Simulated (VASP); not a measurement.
Input of a VASP 6.6.1 run:

The input INCAR:

```
SYSTEM = Cr
PREC = Accurate
ENCUT = 520
EDIFF = 1E-6
ISMEAR = -1
SIGMA = 0.1
LREAL = .FALSE.
LASPH = .TRUE.
NELM = 80
ALGO = Normal
ISIF = 2
LWAVE = .FALSE.
LCHARG = .TRUE.
LELF = .TRUE.
LVHAR = .TRUE.
NBANDS = 25
```

The input KPOINTS:

```
regular mesh
0
G
  10 10 16
  0 0 0
```

The input POSCAR:

```
Cr
1.0
    4.1515035880      0.0000000000      0.0000000000
   -2.0757517940      3.5953075711      0.0000000000
    0.0000000000      0.0000000000      2.2300402052
Cr
3
Direct
    1.0000000000      0.0000000000      0.0000000000
    0.3333333333      0.6666666667      0.5000000000
    0.6666666667      0.3333333333      0.5000000000
```

Potentials or basis: VASP PAW LDA potentials, release 64 (Cr_pv).

Command:

```sh
$ cat potpaw_LDA.64/Cr_pv/POTCAR > POTCAR
$ mpirun -np 1 vasp_std > vasp.out
```

Q: What does it give for the pressure?

A: 0.1 GPa.

Q: Predict the band gap on the k mesh.

A: Zero (bands 18 and 19 overlap by 1.02 eV).

Stress tensor (GPa, compression positive):
```
-0.33  0.00  0.00
 0.00 -0.33  0.00
 0.00  0.00  0.81
```

Caveat: the run has no spin polarisation, though such a crystal can be magnetic. Spin polarisation is off, so any magnetic state and its effect on volume and gap are missing.
